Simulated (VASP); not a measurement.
Write the native input for VASP 6.6.1 that does the following.

* Task: single point
* Functional: PBEsol
* Potentials or basis: VASP PAW PBE potentials, release 64 (W_sv)
* Cutoff: 500 eV
* k mesh: 8 × 8 × 8
* Occupations: methfessel-paxton, width 0.05 eV
* Spin: non-collinear spin, zero start, spin-orbit coupling
* Starting moments: [[0.0, 0.0, 0.0]] μB
* Hubbard terms: W d U = 5.0 eV
* Dipole correction: no
* Further INCAR settings: ALGO = Normal; EDIFF = 1e-06; NBANDS = 25

The structure of W lies in POSCAR:

```
W
1.0
    0.0000000000      1.9743553150      1.9743553150
    1.9743553150      0.0000000000      1.9743553150
    1.9743553150      1.9743553150      0.0000000000
W
1
Direct
    0.0000000000      0.0000000000      0.0000000000
```

This isn't the form of W at room conditions, which is bcc.

One way to write it, as run:

INCAR

```
SYSTEM = W
PREC = Accurate
ENCUT = 500
EDIFF = 1E-6
ISMEAR = 1
SIGMA = 0.05
LREAL = .FALSE.
LASPH = .TRUE.
NELM = 200
ALGO = Normal
ISIF = 2
LWAVE = .FALSE.
LCHARG = .FALSE.
MAGMOM = 0 0 0
LORBIT = 11
LSORBIT = .TRUE.
GGA_COMPAT = .FALSE.
LORBMOM = .TRUE.
LMAXMIX = 4
LDAU = .TRUE.
LDAUTYPE = 2
LDAUL = 2
LDAUU = 5
LDAUJ = 0
LDAUPRINT = 1
GGA = PS
NBANDS = 25
```

KPOINTS

```
Automatic mesh
0
G
  8 8 8
  0 0 0
```

Potentials or basis: VASP PAW PBE potentials, release 64 (W_sv).

Run with:

```sh
$ cat potpaw_PBE.64/W_sv/POTCAR > POTCAR
$ mpirun -np 1 vasp_ncl > vasp.out
```

Results of the run:

The pressure is 31.4 GPa, the net moment is 0.00 μB per cell and the valence electrons inside the program's atomic spheres are W 12.15.

Caveat: the cell stands under pressure; the PAW data sets were made with another functional, which shifts forces and pressure a little; the U is typed as a test and isn't derived for this compound.

Run time: 19 s on 1 thread of Intel(R) Xeon(R) Platinum 8488C (Sapphire Rapids) (shared host), peak memory 0.16 GiB.
